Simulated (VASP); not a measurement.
# ScBi3 (I4/mmm) in VASP: single point with PBE

Aim: the single point of ScBi3 with PBE.

Everything below comes from runs of VASP 6.6.1. Logs are shortened: lines on timing, memory, paths and dates and some standing lists are left out, and cuts for length are marked.

## Step 1: The cell of the first run

Symmetry: I4/mmm, No. 139, tetragonal system. The conventional cell has a = 4.630 Å, b = 4.630 Å, c = 10.821 Å, α = 90.00°, β = 90.00°, γ = 90.00°. Sc (site symmetry 4/mmm) has 12 Bi at 3.27 to 3.56 Å within 4.3 Å. Within 4.3 Å of Bi (site symmetry -4m2) lie 8 Bi at 3.27 to 3.56 Å and 4 Sc at 3.56 Å. Bi (site symmetry 4/mmm) has 4 Sc at 3.27 Å and 8 Bi at 3.56 Å within 4.3 Å.

## Step 2: Single point, PBE

Contents of INCAR:

```
SYSTEM = ScBi3
ALGO = Normal
EDIFF = 1E-6
ENCUT = 520
GGA = PE
ISIF = 2
ISMEAR = -4
LASPH = .True.
LCHARG = .False.
LREAL = .False.
LWAVE = .False.
NBANDS = 36
NELM = 80
PREC = Accurate
SIGMA = 0.1
```

Contents of KPOINTS:

```
k-points
0
Gamma
  4 4 4
  0 0 0
```

Contents of POSCAR:

```
ScBi3
1.0
   -2.3150920000      2.3150920000      5.4106620000
    2.3150920000     -2.3150920000      5.4106620000
    2.3150920000      2.3150920000     -5.4106620000
Sc Bi
1 3
Direct
    0.0000000000      0.0000000000      0.0000000000
    0.7500000000      0.2500000000      0.5000000000
    0.2500000000      0.7500000000      0.5000000000
    0.5000000000      0.5000000000      0.0000000000
```

Potentials or basis: VASP PAW PBE potentials, release 64 (Sc_sv, Bi_d).

Started as:

```bash
> cat potpaw_PBE.64/Sc_sv/POTCAR potpaw_PBE.64/Bi_d/POTCAR > POTCAR
> mpirun -np 1 vasp_std > vasp.out
```

OUTCAR:

```text
SYSTEM = ScBi3
   EDIFF = 1E-6
   ENCUT = 520
   GGA = PE
   ISIF = 2
   ISMEAR = -4
   LASPH = .True.
   LREAL = .False.
   NELM = 80
   PREC = Accurate

 ion  position               nearest neighbor table
   1  0.000  0.000  0.000-   4 3.27   4 3.27   4 3.27   4 3.27   3 3.56   2 3.56   3 3.56   3 3.56
                             2 3.56   2 3.56   3 3.56   2 3.56
   2  0.750  0.250  0.500-   3 3.27   3 3.27   3 3.27   3 3.27   4 3.56   1 3.56   4 3.56   1 3.56
                             4 3.56   4 3.56   1 3.56   1 3.56
   3  0.250  0.750  0.500-   2 3.27   2 3.27   2 3.27   2 3.27   4 3.56   1 3.56   4 3.56   4 3.56
                             1 3.56   1 3.56   4 3.56   1 3.56
   4  0.500  0.500  0.000-   1 3.27   1 3.27   1 3.27   1 3.27   3 3.56   2 3.56   3 3.56   2 3.56
                             3 3.56   3 3.56   2 3.56   2 3.56

  LATTYP: Found a body centered tetragonal cell.
 ALAT       =     4.6301840000
 C/A-ratio  =     2.3371261272

  Lattice vectors:

 A1 = (  -2.3150920000,   2.3150920000,   5.4106620000)
 A2 = (   2.3150920000,  -2.3150920000,   5.4106620000)
 A3 = (   2.3150920000,   2.3150920000,  -5.4106620000)

Analysis of symmetry for initial positions (statically):
=====================================================================
 Subroutine PRICEL returns:
 Original cell was already a primitive cell.

 Routine SETGRP: Setting up the symmetry group for a
 body centered tetragonal supercell.

 Subroutine GETGRP returns: Found 16 space group operations
 (whereof 16 operations were pure point group operations)
 out of a pool of 16 trial point group operations.

The static configuration has the point symmetry D_4h.

Analysis of symmetry for dynamics (positions and initial velocities):
=====================================================================
 Subroutine PRICEL returns:
 Original cell was already a primitive cell.

 Routine SETGRP: Setting up the symmetry group for a
 body centered tetragonal supercell.

 Subroutine GETGRP returns: Found 16 space group operations
 (whereof 16 operations were pure point group operations)
 out of a pool of 16 trial point group operations.

The dynamic configuration has the point symmetry D_4h.

 Subroutine INISYM returns: Found 16 space group operations
 (whereof 16 operations are pure point group operations),
 and found     1 'primitive' translations

----------------------------------------------------------------------------------------

                                     Primitive cell

  volume of cell :     115.9970

  direct lattice vectors                    reciprocal lattice vectors
    -2.315092000  2.315092000  5.410662000     0.000000000  0.215974138  0.092410134
     2.315092000 -2.315092000  5.410662000     0.215974138  0.000000000  0.092410134
     2.315092000  2.315092000 -5.410662000     0.215974138  0.215974138  0.000000000

  length of vectors
     6.324125648  6.324125648  6.324125648     0.234913732  0.234913732  0.305433556

  position of ions in fractional coordinates (direct lattice)
     0.000000000  0.000000000  0.000000000
     0.750000000  0.250000000  0.500000000
     0.250000000  0.750000000  0.500000000
     0.500000000  0.500000000  0.000000000

  ion indices of the primitive-cell ions
   primitive index   ion index
                 1           1
                 2           2
                 3           3
                 4           4

----------------------------------------------------------------------------------------

 KPOINTS: k-points

Automatic generation of k-mesh.
 Grid dimensions read from file:
 generate k-points for:    4    4    4

 Generating k-lattice:

  Cartesian coordinates                     Fractional coordinates (reciprocal lattice)
     0.000000000  0.053993535  0.023102533     0.250000000  0.000000000 -0.000000000
     0.053993535  0.000000000  0.023102533     0.000000000  0.250000000 -0.000000000
     0.053993535  0.053993535  0.000000000     0.000000000  0.000000000  0.250000000

  Length of vectors
     0.058728433  0.058728433  0.076358389

  Shift w.r.t. Gamma in fractional coordinates (k-lattice)
     0.000000000  0.000000000  0.000000000

 TETIRR: Found     80 inequivalent tetrahedra from      384

 Subroutine IBZKPT returns following result:
 ===========================================

 Found     13 irreducible k-points:

 Following reciprocal coordinates:
            Coordinates               Weight
  0.000000  0.000000  0.000000      1.000000
  0.250000 -0.000000  0.000000      8.000000
  0.500000 -0.000000  0.000000      4.000000
  0.250000  0.250000  0.000000      8.000000
  0.500000  0.250000  0.000000     16.000000
 -0.250000  0.250000  0.000000      4.000000
  0.500000  0.500000  0.000000      2.000000
  0.250000  0.250000  0.250000      2.000000
 -0.250000  0.250000  0.250000      4.000000
  0.500000  0.500000  0.250000      4.000000
 -0.250000  0.500000  0.250000      8.000000
 -0.250000 -0.250000  0.250000      2.000000
  0.500000  0.500000  0.500000      1.000000
   k-points           NKPTS =     13   k-points in BZ     NKDIM =     13   number of bands    NBANDS=     36
   number of dos      NEDOS =    301   number of ions     NIONS =      4
   total plane-waves  NPLWV = 110592
   dimension x,y,z NGX =    48 NGY =   48 NGZ =   48
   dimension x,y,z NGXF=    96 NGYF=   96 NGZF=   96
   ions per type =               1   3
   NGX,Y,Z   is equivalent  to a cutoff of  12.62, 12.62, 12.62 a.u.
   NGXF,Y,Z  is equivalent  to a cutoff of  25.24, 25.24, 25.24 a.u.
 SYSTEM =  ScBi3
   PREC   = accura    normal or accurate (medium, high low for compatibility)
   ISTART =      0    job   : 0-new  1-cont  2-samecut
   ICHARG =      2    charge: 1-file 2-atom 10-const
   ISPIN  =      1    spin polarized calculation?
   LNONCOLLINEAR =      F non collinear calculations
   LSORBIT =      F    spin-orbit coupling
   LASPH  =      T    aspherical Exc in radial PAW
   ENCUT  =  520.0 eV  38.22 Ry    6.18 a.u.  11.76 11.76 11.76*2*pi/ulx,y,z
   NELM   =     80;   NELMIN=  2; NELMDL= -5     # of ELM steps
   EDIFF  = 0.1E-05   stopping-criterion for ELM
   LREAL  =      F    real-space projection
   EDIFFG = 0.1E-04   stopping-criterion for IOM
   NSW    =      0    number of steps for IOM
   IBRION =     -1    ionic relax: 0-MD 1-quasi-New 2-CG
   NFREE  =      0    steps in history (QN), initial steepest desc. (CG)
   ISIF   =      2    stress and relaxation
   ISYM   =      2    0-nonsym 1-usesym 2-fastsym
   POTIM  = 0.5000    time-step for ionic-motion
   TEBEG  =    0.0;   TEEND  =   0.0 temperature during run
   PSTRESS=    0.0 pullay stress
   NELECT =      56.0000    total number of electrons
   NUPDOWN=      -1.0000    fix difference up-down
   EMIN   =  10.00;   EMAX   =-10.00  energy-range for DOS
   EFERMI =   0.00;   METHOD = LEGACY
   ISMEAR =    -4;   SIGMA  =   0.10  broadening in eV -4-tet -1-fermi 0-gaus
   EFERMI_NEDOS =   21; number of points for ismear=-14 and -15
   IALGO  =     38    algorithm
   IMIX   =      4    mixing-type and parameters
     AMIX     =   0.40;   BMIX     =  1.00
     AMIX_MAG =   1.60;   BMIX_MAG =  1.00
  volume/ion in A,a.u.               =      29.00       195.70
  Fermi-wavevector in a.u.,A,eV,Ry     =   1.284267  2.426912 22.440644  1.649341
  Thomas-Fermi vector in A             =   2.416470
   LORBIT       =      0    0 simple, 1 ext, 2 COOP (PROOUT), +10 PAW based schemes
   GGA     = PE    functional components
   LHFCALC =     F    Hartree Fock is set to
   AEXX    =    0.0000 exact exchange contribution
   IVDW    =     0    specifies the selected vdW correction
   LEPSILON=     F    determine dielectric tensor
   LRPA    =     F    only Hartree local field effects (RPA)
 non-spin polarized calculation
 Fermi weights with tetrahedron method witout Bloechl corrections
  energy-cutoff  :      520.00
  volume of cell :      116.00
 maximum number of plane-waves:      3148
   NGX = 23   NGY = 23   NGZ = 23

 number of electron      56.0000008 magnetization

 Free energy of the ion-electron system (eV)
  ---------------------------------------------------
  ext. energy  EPLUGINS =         0.00000000
  ---------------------------------------------------
  free energy    TOTEN  =       -18.38664408 eV

  energy without entropy =      -18.38664408  energy(sigma->0) =      -18.38664408

 E-fermi :   7.3940     XC(G=0): -10.2548

 val. band max:        7.8028460419   @ k =   0.5000   0.5000   0.5000
 cond. band min:       6.9882991516   @ k =   0.5000  -0.0000   0.0000
 fundamental gap:     -0.8145468903
 Fermi energy:         7.3940216804

 k-point     1 :       0.0000    0.0000    0.0000
  band No.  band energies     occupation
      1     -42.9933      2.00000
      2     -21.6155      2.00000
      3     -21.6155      2.00000
      4     -21.6036      2.00000
      5     -15.7591      2.00000
      6     -15.6374      2.00000
[... 28 lines left out ...]
     35      10.3497      0.00000
     36      10.4902      0.00000

 k-point     2 :       0.2500   -0.0000    0.0000
  band No.  band energies     occupation
      1     -42.9932      2.00000
      2     -21.6185      2.00000
      3     -21.6160      2.00000
      4     -21.6035      2.00000
      5     -15.7017      2.00000
      6     -15.6099      2.00000
[... 28 lines left out ...]
     35       9.6677      0.00000
     36      10.3469      0.00000

 k-point     3 :       0.5000   -0.0000    0.0000
  band No.  band energies     occupation
      1     -42.9931      2.00000
      2     -21.6215      2.00000
      3     -21.6166      2.00000
      4     -21.6035      2.00000
      5     -15.5592      2.00000
      6     -15.5582      2.00000
[... 28 lines left out ...]
     35      10.9954      0.00000
     36      11.0472      0.00000

 k-point     4 :       0.2500    0.2500    0.0000
  band No.  band energies     occupation
      1     -42.9931      2.00000
      2     -21.6190      2.00000
      3     -21.6176      2.00000
      4     -21.6034      2.00000
      5     -15.6844      2.00000
      6     -15.5899      2.00000
[... 28 lines left out ...]
     35       9.9234      0.00000
     36      11.4463      0.00000

 k-point     5 :       0.5000    0.2500    0.0000
  band No.  band energies     occupation
      1     -42.9931      2.00000
      2     -21.6206      2.00000
      3     -21.6181      2.00000
      4     -21.6032      2.00000
      5     -15.6176      2.00000
      6     -15.6173      2.00000
[... 28 lines left out ...]
     35      10.5598      0.00000
     36      10.6505      0.00000

 k-point     6 :      -0.2500    0.2500    0.0000
  band No.  band energies     occupation
      1     -42.9931      2.00000
      2     -21.6191      2.00000
      3     -21.6175      2.00000
      4     -21.6033      2.00000
      5     -15.6847      2.00000
      6     -15.5884      2.00000
[... 28 lines left out ...]
     35      10.4189      0.00000
     36      11.6199      0.00000

 k-point     7 :       0.5000    0.5000    0.0000
  band No.  band energies     occupation
      1     -42.9930      2.00000
      2     -21.6198      2.00000
      3     -21.6195      2.00000
      4     -21.6030      2.00000
      5     -15.6506      2.00000
      6     -15.6503      2.00000
[... 28 lines left out ...]
     35      10.3952      0.00000
     36      12.6631      0.00000

 k-point     8 :       0.2500    0.2500    0.2500
  band No.  band energies     occupation
      1     -42.9930      2.00000
      2     -21.6197      2.00000
      3     -21.6197      2.00000
      4     -21.6030      2.00000
      5     -15.6504      2.00000
      6     -15.6504      2.00000
[... 28 lines left out ...]
     35      10.3046      0.00000
     36      11.5542      0.00000

 k-point     9 :      -0.2500    0.2500    0.2500
  band No.  band energies     occupation
      1     -42.9931      2.00000
      2     -21.6215      2.00000
      3     -21.6166      2.00000
      4     -21.6035      2.00000
      5     -15.5590      2.00000
      6     -15.5584      2.00000
[... 28 lines left out ...]
     35       9.9914      0.00000
     36      10.8057      0.00000

 k-point    10 :       0.5000    0.5000    0.2500
  band No.  band energies     occupation
      1     -42.9931      2.00000
      2     -21.6189      2.00000
      3     -21.6176      2.00000
      4     -21.6035      2.00000
      5     -15.6842      2.00000
      6     -15.5907      2.00000
[... 28 lines left out ...]
     35      10.6152      0.00000
     36      11.3634      0.00000

 k-point    11 :      -0.2500    0.5000    0.2500
  band No.  band energies     occupation
      1     -42.9932      2.00000
      2     -21.6184      2.00000
      3     -21.6160      2.00000
      4     -21.6037      2.00000
      5     -15.7015      2.00000
      6     -15.6129      2.00000
[... 28 lines left out ...]
     35       9.8983      0.00000
     36      10.1025      0.00000

 k-point    12 :      -0.2500   -0.2500    0.2500
  band No.  band energies     occupation
      1     -42.9933      2.00000
      2     -21.6154      2.00000
      3     -21.6154      2.00000
      4     -21.6038      2.00000
      5     -15.7588      2.00000
      6     -15.6406      2.00000
[... 28 lines left out ...]
     35      10.4276      0.00000
     36      10.8645      0.00000

 k-point    13 :       0.5000    0.5000    0.5000
  band No.  band energies     occupation
      1     -42.9933      2.00000
      2     -21.6154      2.00000
      3     -21.6154      2.00000
      4     -21.6040      2.00000
      5     -15.7585      2.00000
      6     -15.6438      2.00000
[... 28 lines left out ...]
     35       9.7862      0.00000
     36      10.8670      0.00000

------------------------ aborting loop because EDIFF is reached ----------------------------------------

  FORCE on cell =-STRESS in cart. coord.  units (eV):
  Direction    XX          YY          ZZ          XY          YZ          ZX
  --------------------------------------------------------------------------------------
  -------------------------------------------------------------------------------------
  Total       -0.2136814     -0.2136814      0.3144152      0.0000000      0.0000000      0.0000000
  in kB       -2.9514164     -2.9514164      4.3427733      0.0000000      0.0000000      0.0000000
  external PRESSURE =      -0.5200199 kB  Pullay stress =       0.0000000 kB

 VOLUME and BASIS-vectors are now :
 -----------------------------------------------------------------------------
  energy-cutoff  :      520.00
  volume of cell :      116.00
      direct lattice vectors                 reciprocal lattice vectors
    -2.315092000  2.315092000  5.410662000     0.000000000  0.215974138  0.092410134
     2.315092000 -2.315092000  5.410662000     0.215974138  0.000000000  0.092410134
     2.315092000  2.315092000 -5.410662000     0.215974138  0.215974138  0.000000000

 POSITION                                       TOTAL-FORCE (eV/Angst)
 -----------------------------------------------------------------------------------
      0.00000      0.00000      0.00000         0.000000      0.000000     -0.000000
      0.00000      2.31509      2.70533         0.000000     -0.000000      0.000000
      2.31509      0.00000      2.70533        -0.000000      0.000000     -0.000000
      0.00000      0.00000      5.41066         0.000000      0.000000     -0.000000
 -----------------------------------------------------------------------------------
    total drift:                                0.000000     -0.000000      0.000000

  FREE ENERGIE OF THE ION-ELECTRON SYSTEM (eV)
  ---------------------------------------------------
  free  energy   TOTEN  =       -18.3866440790 eV

  energy  without entropy=      -18.3866440790  energy(sigma->0) =      -18.38664408
```

Run time: 76 s. Hardware: 1 thread of AMD EPYC 7R43 (Zen 3), shared host; peak memory 0.29 GiB.

Results:

```yaml
Free_energy: -18.3866 eV
Pressure: -0.1 GPa
Band_gap_on_the_k_mesh: zero (bands 28 and 29 overlap by 1.01 eV)
```

Caveat: the k points lie up to 0.37 Å⁻¹ apart, too coarse for converged energies and pressures of a metal; spin-orbit coupling is left out, which moves the levels of the heavy elements.
